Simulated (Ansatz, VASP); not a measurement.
**CO2 in VASP and in Ansatz**

```
C O
1.0
     5.62400    0.00000    0.00000
     0.00000    5.62400    0.00000
     0.00000    0.00000    5.62400
C O
4 8
Direct
  0.00000 0.00000 0.00000
  0.50000 0.00000 0.50000
  0.50000 0.50000 0.00000
  0.00000 0.50000 0.50000
  0.11995 0.11995 0.11995
  0.38005 0.88005 0.61995
  0.61995 0.38005 0.88005
  0.88005 0.61995 0.38005
  0.88005 0.88005 0.88005
  0.61995 0.11995 0.38005
  0.38005 0.61995 0.11995
  0.11995 0.38005 0.61995
```

Alike in both runs: functional PBE; k mesh 4 × 4 × 4; occupations fermi-dirac, width 0.02 eV; no spin polarisation.

Ansatz relaxed the structure, and its values are those at the end. VASP's run is a single point on that final structure, the one shown.

|  | VASP | Ansatz |
| --- | --- | --- |
| version | VASP 6.6.1 | Ansatz 0.2.0 |
| potentials or method | VASP PAW PBE potentials, release 64 (C_h, O_h) | plane-wave PAW, scalar-relativistic |
| plane-wave cutoff (eV) | 1340 | 420 |
| valence electrons in the cell | 64 | 64 |

|  | VASP | Ansatz | Ansatz less VASP |
| --- | --- | --- | --- |
| gap on the k mesh at the Fermi level (eV) | 6.79 | 6.79 | -0.003 |
| pressure (GPa) | 1.1 | 1.3 | +0.26 |

Ansatz's warnings: stress scf threshold loose.
